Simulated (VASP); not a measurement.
Set up this calculation in VASP 6.6.1, as the native input.

| Item | Value |
| --- | --- |
| Task | relaxation of cell and atoms |
| Functional | PBE |
| Potentials or basis | VASP PAW PBE potentials, release 64 (Cu, Ge_d) |
| Cutoff | 600 eV |
| k mesh | 10 × 10 × 10 |
| Occupations | gaussian, width 0.1 eV |
| Spin | no spin polarisation |
| Dipole correction | no |
| Further INCAR settings | ALGO = Normal; EDIFF = 1e-06; IBRION = 2; EDIFFG = -0.05; NSW = 100; ISIF = 3 |

The structure of CuGe2 lies in POSCAR:

```
CuGe2
1.0
   -1.3162215768      1.3162215768      4.5707269710
    1.3162215768     -1.3162215768      4.5707269710
    1.3162215768      1.3162215768     -4.5707269710
Cu Ge
1 2
Direct
    0.0000000000      0.0000000000      0.0000000000
    0.3400000000      0.3400000000      0.0000000000
    0.6600000000      0.6600000000      0.0000000000
```

One way to write it, as run:

INCAR

```
PREC     = Accurate       # precision mode
ENCUT    = 600            # plane-wave cutoff, eV
EDIFF    = 1E-6           # SCF threshold, eV
ISMEAR   = 0              # smearing method
SIGMA    = 0.1            # smearing width, eV
LREAL    = False          # projectors in reciprocal space
LASPH    = True           # aspherical terms in the spheres
NELM     = 100            # most SCF steps
ALGO     = Normal         # electronic algorithm
ISIF     = 3              # what is computed and relaxed
LWAVE    = False          # write WAVECAR
LCHARG   = False          # write CHGCAR
GGA      = PE             # functional
IBRION   = 2              # ionic algorithm
NSW      = 100            # ionic steps
EDIFFG   = -0.05          # ionic threshold
```

KPOINTS

```
regular mesh
0
Gamma
  10 10 10
```

Potentials or basis: VASP PAW PBE potentials, release 64 (Cu, Ge_d).

Run with:

```console
$ cat potpaw_PBE.64/Cu/POTCAR potpaw_PBE.64/Ge_d/POTCAR > POTCAR
$ mpirun -np 1 vasp_std > vasp.out
```

It gave:

```json
{
  "Relaxed volume": "16.98 Å³/atom",
  "Relaxed cell": "a = 6.566 Å, b = 6.566 Å, c = 6.566 Å, α = 154.88°, β = 154.88°, γ = 35.82°",
  "Space group after relaxing (to 0.1 Å)": "I4/mmm (No. 139)",
  "Energy gained by relaxing": "1331.3 meV/atom",
  "Ionic steps": "17",
  "Pressure after relaxing": "-0.1 GPa",
  "Largest force after relaxing": "0.042 eV/Å",
  "Band gap on the k mesh": "zero (an odd number of electrons rules out a gap without spin polarisation)"
}
```

Caveat: the volume moved by over 15 % at a fixed basis, so the end points are rough; an odd number of electrons without spin polarisation forces a metal; a magnetic or distorted state may lie lower; the relaxation stopped at a loose force limit of 0.05 eV/Å, so its end isn't a converged minimum.

It took 39 min on 1 thread of Intel(R) Xeon(R) Platinum 8259CL CPU @ 2.50GHz (Skylake/Cascade Lake), with other jobs on the host, peak memory 0.31 GiB.
